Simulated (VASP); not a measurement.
Input of a VASP 6.6.1 run:

The input INCAR:

```
PREC     = Accurate       # precision mode
ENCUT    = 520            # plane-wave cutoff, eV
EDIFF    = 1E-7           # SCF threshold, eV
ISMEAR   = 0              # smearing method
SIGMA    = 0.1            # smearing width, eV
LREAL    = F              # projectors in reciprocal space
LASPH    = T              # aspherical terms in the spheres
NELM     = 80             # most SCF steps
ALGO     = Normal         # electronic algorithm
ISIF     = 2              # what is computed and relaxed
LWAVE    = F              # write WAVECAR
LCHARG   = T              # write CHGCAR
GGA      = PS             # functional
LELF     = T              # ELF
LVHAR    = T            
NBANDS   = 26             # bands
```

Contents of KPOINTS:

```
regular mesh
0
Gamma
  8 8 8
```

Contents of POSCAR:

```
ScAl2
1.0
    0.0000000000      3.7776221380      3.7776221380
    3.7776221380      0.0000000000      3.7776221380
    3.7776221380      3.7776221380      0.0000000000
Sc Al
2 4
Direct
    0.5000000000      0.5000000000      0.5000000000
    0.7500000000      0.7500000000      0.7500000000
    0.1250000000      0.1250000000      0.1250000000
    0.6250000000      0.1250000000      0.1250000000
    0.1250000000      0.6250000000      0.1250000000
    0.1250000000      0.1250000000      0.6250000000
```

Potentials or basis: VASP PAW PBE potentials, release 64 (Sc_sv, Al).

Launch:

```sh
$ cat potpaw_PBE.64/Sc_sv/POTCAR potpaw_PBE.64/Al/POTCAR > POTCAR
$ mpirun -np 1 vasp_std > vasp.out
```

(1) Estimate the band gap on the k mesh.

(2) Estimate the pressure.

Results:

(1) zero (bands 17 and 18 overlap by 2.36 eV).

(2) -0.9 GPa.

Caveat: the PAW data sets were made with another functional, which shifts forces and pressure a little.
